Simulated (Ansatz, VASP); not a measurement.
One calculation of BaBi2O3, two programs

```
Ba Bi O
1.0
     6.15927    0.00000    0.00000
    -3.07964    5.33409    0.00000
     0.00000    0.00000    3.55085
Ba Bi O
1 2 3
Direct
  0.00000 0.00000 0.50000
  0.33333 0.66667 0.50000
  0.66667 0.33333 0.50000
  0.50000 0.50000 0.00000
  0.00000 0.50000 0.00000
  0.50000 0.00000 0.00000
```

Alike in both runs: functional PBE; k mesh 6 × 6 × 10; occupations gaussian, width 0.1 eV; no spin polarisation.

Ansatz relaxed the structure, and its values are those at the end. VASP's run is a single point on that final structure, the one shown.

|  | VASP | Ansatz |
| --- | --- | --- |
| version | VASP 6.6.1 | Ansatz 0.2.0 |
| potentials or method | VASP PAW PBE potentials, release 64 (Ba_sv, Bi_d, O), cutoff 520 eV | scalar-relativistic, plane waves, PAW |
| valence electrons in the cell | 58 | 58 |

|  | VASP | Ansatz | Ansatz less VASP |
| --- | --- | --- | --- |
| gap on the k mesh at the Fermi level (eV) | none | none | - |
| pressure (GPa) | 0.2 | 0.0 | -0.25 |

A gap of «none» marks a metal or a gap that the smearing closes.

Spin-orbit coupling is off throughout.
